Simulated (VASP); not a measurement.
# Ti3CuBr (P4/mmm) in VASP: single point with PBE

Aim: the single point of Ti3CuBr with PBE.

Everything below comes from runs of VASP 6.6.1. Logs are shortened: lines on timing, memory, paths and dates and some standing lists are left out, and cuts for length are marked.

### 1 The cell of the first run

Symmetry: P4/mmm, No. 123, tetragonal system. Conventional cell: a = 4.707 Å, b = 4.707 Å, c = 4.806 Å, α = 90.00°, β = 90.00°, γ = 90.00°. Within 3.1 Å of Ti (site symmetry mmm) lie 2 Cu at 2.35 Å and 2 Br at 2.35 Å. Within 3.2 Å of Ti (site symmetry 4/mmm) lie 2 Cu at 2.40 Å. Cu (site symmetry 4/mmm) has 6 Ti at 2.35 to 2.40 Å within 3.1 Å. Br (site symmetry 4/mmm) has 4 Ti at 2.35 Å within 3.1 Å.

The cell was generated, and may not be a known phase.

### 2 Single point, PBE, collinear spin

INCAR reads:

```
PREC = Accurate ; ENCUT = 520
EDIFF = 1E-7 ; ISMEAR = 0
SIGMA = 0.1 ; LREAL = F
LASPH = T ; NELM = 150
ALGO = Normal ; ISIF = 2
LWAVE = F ; LCHARG = T
ISPIN = 2 ; MAGMOM = 1 1 1 1 0
LORBIT = 11 ; LMAXMIX = 4
GGA = PE ; LELF = T
LVHAR = T ; NBANDS = 39
```

KPOINTS reads:

```
regular mesh
0
Gamma
  4 4 4
```

POSCAR reads:

```
Ti3CuBr
1.0
    4.7074355100      0.0000000000      0.0000000000
    0.0000000000      4.7074355100      0.0000000000
    0.0000000000      0.0000000000      4.8056053900
Ti Cu Br
3 1 1
Direct
    0.0000000000      0.5000000000      0.5000000000
    0.5000000000      0.0000000000      0.5000000000
    0.0000000000      0.0000000000      0.0000000000
    0.0000000000      0.0000000000      0.5000000000
    0.5000000000      0.5000000000      0.5000000000
```

Potentials or basis: VASP PAW PBE potentials, release 64 (Ti_sv, Cu, Br).

The run is started by

```console
cat potpaw_PBE.64/Ti_sv/POTCAR potpaw_PBE.64/Cu/POTCAR potpaw_PBE.64/Br/POTCAR > POTCAR
mpirun -np 1 vasp_std > vasp.out
```

OUTCAR:

```text
PREC = Accurate
   ENCUT = 520
   EDIFF = 1E-7
   ISMEAR = 0
   LREAL = F
   LASPH = T
   NELM = 150
   ISIF = 2
   ISPIN = 2
   LORBIT = 11
   GGA = PE

 ion  position               nearest neighbor table
   1  0.000  0.500  0.500-   4 2.35   5 2.35   4 2.35   5 2.35
   2  0.500  0.000  0.500-   4 2.35   5 2.35   5 2.35   4 2.35
   3  0.000  0.000  0.000-   4 2.40   4 2.40
   4  0.000  0.000  0.500-   1 2.35   2 2.35   1 2.35   2 2.35   3 2.40   3 2.40
   5  0.500  0.500  0.500-   1 2.35   2 2.35   2 2.35   1 2.35

  LATTYP: Found a simple tetragonal cell.
 ALAT       =     4.7074355100
 C/A-ratio  =     1.0208542167

  Lattice vectors:

 A1 = (   4.7074355100,   0.0000000000,   0.0000000000)
 A2 = (   0.0000000000,   4.7074355100,   0.0000000000)
 A3 = (   0.0000000000,   0.0000000000,   4.8056053900)

Analysis of symmetry for initial positions (statically):
=====================================================================
 Subroutine PRICEL returns:
 Original cell was already a primitive cell.

 Routine SETGRP: Setting up the symmetry group for a
 simple tetragonal supercell.

 Subroutine GETGRP returns: Found 16 space group operations
 (whereof 16 operations were pure point group operations)
 out of a pool of 16 trial point group operations.

The static configuration has the point symmetry D_4h.

Analysis of symmetry for dynamics (positions and initial velocities):
=====================================================================
 Subroutine PRICEL returns:
 Original cell was already a primitive cell.

 Routine SETGRP: Setting up the symmetry group for a
 simple tetragonal supercell.

 Subroutine GETGRP returns: Found 16 space group operations
 (whereof 16 operations were pure point group operations)
 out of a pool of 16 trial point group operations.

The dynamic configuration has the point symmetry D_4h.

Analysis of structural, dynamic, and magnetic symmetry:
=====================================================================
 Subroutine PRICEL returns:
 Original cell was already a primitive cell.

 Routine SETGRP: Setting up the symmetry group for a
 simple tetragonal supercell.

 Subroutine GETGRP returns: Found 16 space group operations
 (whereof 16 operations were pure point group operations)
 out of a pool of 16 trial point group operations.

The overall configuration has the point symmetry D_4h.

 Subroutine INISYM returns: Found 16 space group operations
 (whereof 16 operations are pure point group operations),
 and found     1 'primitive' translations

----------------------------------------------------------------------------------------

                                     Primitive cell

  volume of cell :     106.4920

  direct lattice vectors                    reciprocal lattice vectors
     4.707435510  0.000000000  0.000000000     0.212429888  0.000000000  0.000000000
     0.000000000  4.707435510  0.000000000     0.000000000  0.212429888  0.000000000
     0.000000000  0.000000000  4.805605390     0.000000000  0.000000000  0.208090328

  length of vectors
     4.707435510  4.707435510  4.805605390     0.212429888  0.212429888  0.208090328

  position of ions in fractional coordinates (direct lattice)
     0.000000000  0.500000000  0.500000000
     0.500000000  0.000000000  0.500000000
     0.000000000  0.000000000  0.000000000
     0.000000000  0.000000000  0.500000000
     0.500000000  0.500000000  0.500000000

  ion indices of the primitive-cell ions
   primitive index   ion index
                 1           1
                 2           2
                 3           3
                 4           4
                 5           5

----------------------------------------------------------------------------------------

 KPOINTS: regular mesh

Automatic generation of k-mesh.
 Grid dimensions read from file:
 generate k-points for:    4    4    4

 Generating k-lattice:

  Cartesian coordinates                     Fractional coordinates (reciprocal lattice)
     0.053107472  0.000000000  0.000000000     0.250000000  0.000000000  0.000000000
     0.000000000  0.053107472  0.000000000     0.000000000  0.250000000  0.000000000
     0.000000000  0.000000000  0.052022582     0.000000000  0.000000000  0.250000000

  Length of vectors
     0.053107472  0.053107472  0.052022582

  Shift w.r.t. Gamma in fractional coordinates (k-lattice)
     0.000000000  0.000000000  0.000000000

 Subroutine IBZKPT returns following result:
 ===========================================

 Found     18 irreducible k-points:

 Following reciprocal coordinates:
            Coordinates               Weight
  0.000000  0.000000  0.000000      1.000000
  0.250000  0.000000  0.000000      4.000000
  0.500000  0.000000  0.000000      2.000000
  0.250000  0.250000  0.000000      4.000000
  0.500000  0.250000  0.000000      4.000000
  0.500000  0.500000  0.000000      1.000000
[... 10 lines left out ...]
  0.500000  0.250000  0.500000      4.000000
  0.500000  0.500000  0.500000      1.000000
   k-points           NKPTS =     18   k-points in BZ     NKDIM =     18   number of bands    NBANDS=     39
   number of dos      NEDOS =    301   number of ions     NIONS =      5
   total plane-waves  NPLWV =  46656
   dimension x,y,z NGX =    36 NGY =   36 NGZ =   36
   dimension x,y,z NGXF=    72 NGYF=   72 NGZF=   72
   ions per type =               3   1   1
   NGX,Y,Z   is equivalent  to a cutoff of  12.71, 12.71, 12.45 a.u.
   NGXF,Y,Z  is equivalent  to a cutoff of  25.43, 25.43, 24.91 a.u.
 SYSTEM =  unknown system
   PREC   = accura    normal or accurate (medium, high low for compatibility)
   ISTART =      0    job   : 0-new  1-cont  2-samecut
   ICHARG =      2    charge: 1-file 2-atom 10-const
   ISPIN  =      2    spin polarized calculation?
   LNONCOLLINEAR =      F non collinear calculations
   LSORBIT =      F    spin-orbit coupling
   LASPH  =      T    aspherical Exc in radial PAW
   ENCUT  =  520.0 eV  38.22 Ry    6.18 a.u.   8.75  8.75  8.94*2*pi/ulx,y,z
   NELM   =    150;   NELMIN=  2; NELMDL= -5     # of ELM steps
   EDIFF  = 0.1E-06   stopping-criterion for ELM
   LREAL  =      F    real-space projection
   EDIFFG = 0.1E-05   stopping-criterion for IOM
   NSW    =      0    number of steps for IOM
   IBRION =     -1    ionic relax: 0-MD 1-quasi-New 2-CG
   NFREE  =      0    steps in history (QN), initial steepest desc. (CG)
   ISIF   =      2    stress and relaxation
   ISYM   =      2    0-nonsym 1-usesym 2-fastsym
   POTIM  = 0.5000    time-step for ionic-motion
   TEBEG  =    0.0;   TEEND  =   0.0 temperature during run
   PSTRESS=    0.0 pullay stress
   NELECT =      54.0000    total number of electrons
   NUPDOWN=      -1.0000    fix difference up-down
   EMIN   =  10.00;   EMAX   =-10.00  energy-range for DOS
   EFERMI =   0.00;   METHOD = LEGACY
   ISMEAR =     0;   SIGMA  =   0.10  broadening in eV -4-tet -1-fermi 0-gaus
   EFERMI_NEDOS =   21; number of points for ismear=-14 and -15
   IALGO  =     38    algorithm
   IMIX   =      4    mixing-type and parameters
     AMIX     =   0.40;   BMIX     =  1.00
     AMIX_MAG =   1.60;   BMIX_MAG =  1.00
  volume/ion in A,a.u.               =      21.30       143.73
  Fermi-wavevector in a.u.,A,eV,Ry     =   1.305471  2.466982 23.187780  1.704254
  Thomas-Fermi vector in A             =   2.436338
   LORBIT       =     11    0 simple, 1 ext, 2 COOP (PROOUT), +10 PAW based schemes
   GGA     = PE    functional components
   LHFCALC =     F    Hartree Fock is set to
   AEXX    =    0.0000 exact exchange contribution
   IVDW    =     0    specifies the selected vdW correction
   LEPSILON=     F    determine dielectric tensor
   LRPA    =     F    only Hartree local field effects (RPA)
 spin polarized calculation
 Gauss-broadening in eV      SIGMA  =   0.10
  energy-cutoff  :      520.00
  volume of cell :      106.49
 maximum number of plane-waves:      2888
 NGX is ok and might be reduce to    36
   NGX = 17   NGY = 17   NGZ = 17

 number of electron      54.0000015 magnetization       0.0002766

 Free energy of the ion-electron system (eV)
  ---------------------------------------------------
  ext. energy  EPLUGINS =         0.00000000
  ---------------------------------------------------
  free energy    TOTEN  =       -25.46249204 eV

  energy without entropy =      -25.42925826  energy(sigma->0) =      -25.44587515

 E-fermi :   5.7920     XC(G=0):  -9.9675

 val. band max:        5.7875411814   @ k =   0.2500   0.2500   0.0000
 cond. band min:       5.8120067853   @ k =   0.2500   0.2500   0.0000
 fundamental gap:      0.0244656038
 Fermi energy:         5.7919816206

 spin component 1

 k-point     1 :       0.0000    0.0000    0.0000
  band No.  band energies     occupation
      1     -51.7975      1.00000
      2     -51.3866      1.00000
      3     -51.3675      1.00000
      4     -28.0891      1.00000
      5     -28.0891      1.00000
      6     -27.9392      1.00000
[... 31 lines left out ...]
     38       8.3490      0.00000
     39       8.3504      0.00000
[... 712 lines left out ...]
     38       8.5136      0.00000
     39       8.5136      0.00000
 Fermi energy:         5.7919816206

 spin component 2

 k-point     1 :       0.0000    0.0000    0.0000
  band No.  band energies     occupation
      1     -51.7974      1.00000
      2     -51.3865      1.00000
      3     -51.3675      1.00000
      4     -28.0890      1.00000
      5     -28.0890      1.00000
      6     -27.9391      1.00000
[... 31 lines left out ...]
     38       8.3451      0.00000
     39       8.3504      0.00000
[... 712 lines left out ...]
     38       8.5136      0.00000
     39       8.5136      0.00000

------------------------ aborting loop because EDIFF is reached ----------------------------------------

  FORCE on cell =-STRESS in cart. coord.  units (eV):
  Direction    XX          YY          ZZ          XY          YZ          ZX
  --------------------------------------------------------------------------------------
  -------------------------------------------------------------------------------------
  Total        9.7278364      9.7278364     -2.0337261      0.0000000     -0.0000000      0.0000000
  in kB      146.3558134    146.3558134    -30.5975172      0.0000000     -0.0000000      0.0000000
  external PRESSURE =      87.3713699 kB  Pullay stress =       0.0000000 kB

 VOLUME and BASIS-vectors are now :
 -----------------------------------------------------------------------------
  energy-cutoff  :      520.00
  volume of cell :      106.49
      direct lattice vectors                 reciprocal lattice vectors
     4.707435510  0.000000000  0.000000000     0.212429888  0.000000000  0.000000000
     0.000000000  4.707435510  0.000000000     0.000000000  0.212429888  0.000000000
     0.000000000  0.000000000  4.805605390     0.000000000  0.000000000  0.208090328

 POSITION                                       TOTAL-FORCE (eV/Angst)
 -----------------------------------------------------------------------------------
      0.00000      2.35372      2.40280         0.000000      0.000000      0.000000
      2.35372      0.00000      2.40280         0.000000      0.000000      0.000000
      0.00000      0.00000      0.00000         0.000000      0.000000      0.000000
      0.00000      0.00000      2.40280         0.000000      0.000000      0.000000
      2.35372      2.35372      2.40280         0.000000      0.000000      0.000000
 -----------------------------------------------------------------------------------
    total drift:                                0.000000     -0.000000      0.000000

  FREE ENERGIE OF THE ION-ELECTRON SYSTEM (eV)
  ---------------------------------------------------
  free  energy   TOTEN  =       -25.4624920383 eV

  energy  without entropy=      -25.4292582562  energy(sigma->0) =      -25.44587515

 total charge

# of ion       s       p       d       tot
------------------------------------------
    1        2.185   6.126   2.047  10.358
    2        2.185   6.126   2.047  10.358
    3        2.202   6.064   1.801  10.067
    4        0.700   0.581   9.078  10.359
    5        1.615   3.309   0.134   5.058
--------------------------------------------------
tot          8.888  22.205  15.108  46.200

 magnetization (x)

# of ion       s       p       d       tot
------------------------------------------
    1        0.000   0.000   0.000   0.000
    2        0.000   0.000   0.000   0.000
    3       -0.000   0.000   0.000   0.000
    4       -0.000   0.000  -0.000   0.000
    5       -0.000  -0.000  -0.000  -0.000
--------------------------------------------------
tot          0.000   0.000   0.000   0.000
```

Run time: 4.9 min. Hardware: 1 thread of Intel Xeon Platinum 8259CL at 2.50GHz (Skylake/Cascade Lake), shared host; peak memory 0.32 GiB.

Results:

```
Free energy                                           : -25.4625 eV
Pressure                                              : 8.7 GPa
Band gap on the k mesh                                : zero (filled and empty bands overlap)
Net moment                                            : 0.00 μB per cell
Valence electrons inside the program's atomic spheres : Ti 10.36, 10.07 (each value once); Cu 10.36; Br 5.06
```

Caveat: the stress differs along the axes, from -3 to 15 GPa.

The gap in the log of VASP goes by the Fermi energy; the results here count the filled bands.